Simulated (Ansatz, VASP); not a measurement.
**Ir: VASP beside Ansatz**

Contents of POSCAR:

```
Ir
1.0
    0.0000000000      1.8992957852      1.8992957852
    1.8992957852      0.0000000000      1.8992957852
    1.8992957852      1.8992957852      0.0000000000
Ir
1
Direct
    0.0000000000      0.0000000000      0.0000000000
```

The input INCAR.step1:

```
PREC = Accurate
ENCUT = 620
ISMEAR = 0
SIGMA = 0.05
LREAL = False
LASPH = True
NELM = 120
NBANDS = 14
GGA = PE
ALGO = Normal
EDIFF = 1E-5
LWAVE = True
LCHARG = False
GGA_COMPAT = False
```

File INCAR.step2:

```
PREC = Accurate
ENCUT = 620
EDIFF = 1E-6
ISMEAR = 0
SIGMA = 0.05
LREAL = False
LASPH = True
NELM = 120
ALGO = Normal
ISIF = 2
LWAVE = False
LCHARG = True
METAGGA = R2SCAN
LMIXTAU = True
LELF = True
LVHAR = True
NBANDS = 14
ISTART = 1
GGA_COMPAT = False
```

The input KPOINTS:

```
Automatic mesh
0
Gamma
  18 18 18
```

Input for Ansatz:

```yaml
crystal:
  lattice:
    - [0.0, 1.8992957847, 1.8992957847]
    - [1.8992957847, 0.0, 1.8992957847]
    - [1.8992957847, 1.8992957847, 0.0]
  atoms:
    - { symbol: Ir, position: [0.0, 0.0, 0.0] }
basis:
  ecutwfc: 500
  ecutrho_ratio: 4
kpoints:
  mp_grid: { grid: [18, 18, 18] }
hamiltonian:
  xc: r2scan
scf:
  occupations: { method: gaussian, width: 0.05 }
output:
  forces: true
  stress: true
  eigenvalues: true
```

Alike in both runs: task single point; functional r2SCAN; k mesh 18 × 18 × 18; occupations gaussian, width 0.05 eV; no spin polarisation.

|  | VASP | Ansatz |
| --- | --- | --- |
| version | VASP 6.6.1 | Ansatz 0.2.0 |
| potentials or method | VASP PAW PBE potentials, release 64 (Ir_sv_GW), cutoff 620 eV | scalar-relativistic, plane waves, PAW |
| valence electrons in the cell | 17 | 17 |

VASP gave:

```
pressure (GPa) : 13.8
```

Problem. Which values does Ansatz return?

Solution. Pressure (GPa): 14.7.

VASP's potentials were made for PBE, not for r2SCAN.

Neither program's run includes spin-orbit coupling.
